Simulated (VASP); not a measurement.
Crystal: NaI.

```
I Na
1.0
     0.00000    3.27899    3.27899
     3.27899    0.00000    3.27899
     3.27899    3.27899    0.00000
I Na
1 1
Direct
  0.50000 0.50000 0.50000
  0.00000 0.00000 0.00000
```

Base run:

- Program: VASP 6.6.1
- Functional: PBEsol
- Potentials or basis: VASP PAW PBE potentials, release 64 (I, Na_pv)
- Cutoff: 520 eV
- k mesh: 7 × 7 × 7
- Occupations: fermi-dirac, width 0.05 eV
- Spin: no spin polarisation

Its results: band gap on the k mesh 3.41 eV, direct; pressure -1.0 GPa.

Task: The run is repeated on the same cell with these changes: functional from PBEsol to LDA; potentials or basis from VASP PAW PBE potentials, release 64 (I, Na_pv) to VASP PAW LDA potentials, release 64 (I, Na_pv). What comes out?

Result: Band gap on the k mesh 3.25 eV, direct; pressure -2.1 GPa.

Caveats: spin-orbit coupling is left out, which moves the levels of the heavy elements; the PAW data sets were made with another functional, which shifts forces and pressure a little (some runs).

